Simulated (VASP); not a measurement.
Write the native input for VASP 6.6.1 that does the following.

* Task: density of states
* Functional: LDA
* Potentials or basis: VASP PAW LDA potentials, release 64 (Pb_d, S)
* Cutoff: 520 eV
* k mesh: 10 × 10 × 10
* Occupations: gaussian, width 0.02 eV
* Spin: no spin polarisation
* Dipole correction: no
* k mesh for the DOS: 15 × 15 × 15
* Occupations for the DOS: tetrahedron
* Further INCAR settings: ALGO = Normal; EDIFF = 1e-06; NBANDS = 17

The system is PbS.

```
Pb S
1.0
     0.00000    2.96793    2.96793
     2.96793    0.00000    2.96793
     2.96793    2.96793    0.00000
Pb S
1 1
Direct
  0.00000 0.00000 0.00000
  0.50000 0.50000 0.50000
```

The input as run:

POSCAR

```
PbS
1.0
    0.0000000000      2.9679283527      2.9679283527
    2.9679283527      0.0000000000      2.9679283527
    2.9679283527      2.9679283527      0.0000000000
Pb S
1 1
Direct
    0.0000000000      0.0000000000      0.0000000000
    0.5000000000      0.5000000000      0.5000000000
```

INCAR.step1

```
SYSTEM = PbS
  PREC = Accurate
  ENCUT = 520
  EDIFF = 1E-6
  ISMEAR = 0
  SIGMA = 0.02
  LREAL = .False.
  LASPH = .True.
  NELM = 100
  ALGO = Normal
  ISIF = 2
  LWAVE = .False.
  LCHARG = .True.
  GGA = CA
  NBANDS = 17
```

KPOINTS.step1

```
regular mesh
0
Gamma
  10 10 10
  0 0 0
```

INCAR.step2

```
SYSTEM = PbS
  PREC = Accurate
  ENCUT = 520
  EDIFF = 1E-6
  ISMEAR = -5
  SIGMA = 0.02
  LREAL = .False.
  LASPH = .True.
  NELM = 100
  ALGO = Normal
  ISIF = 2
  LWAVE = .False.
  LCHARG = .False.
  GGA = CA
  LORBIT = 11
  NBANDS = 17
  NEDOS = 1001
  ICHARG = 11
```

KPOINTS.step2

```
regular mesh
0
Gamma
  15 15 15
  0 0 0
```

Potentials or basis: VASP PAW LDA potentials, release 64 (Pb_d, S).

Run with:

```console
$ cat potpaw_LDA.64/Pb_d/POTCAR potpaw_LDA.64/S/POTCAR > POTCAR
$ cp INCAR.step1 INCAR
$ cp KPOINTS.step1 KPOINTS
$ mpirun -np 1 vasp_std > vasp.out
$ cp INCAR.step2 INCAR
$ cp KPOINTS.step2 KPOINTS
$ mpirun -np 1 vasp_std > vasp.out
```

Results of the run:

| Item | Value |
| --- | --- |
| Valence electrons inside the program's atomic spheres | Pb 11.85; S 3.66 |

Caveat: spin-orbit coupling is left out, which moves the levels of the heavy elements.

Run time: 2.4 min on 1 thread of AMD EPYC 7R13 (shared host), peak memory 0.2 GiB.
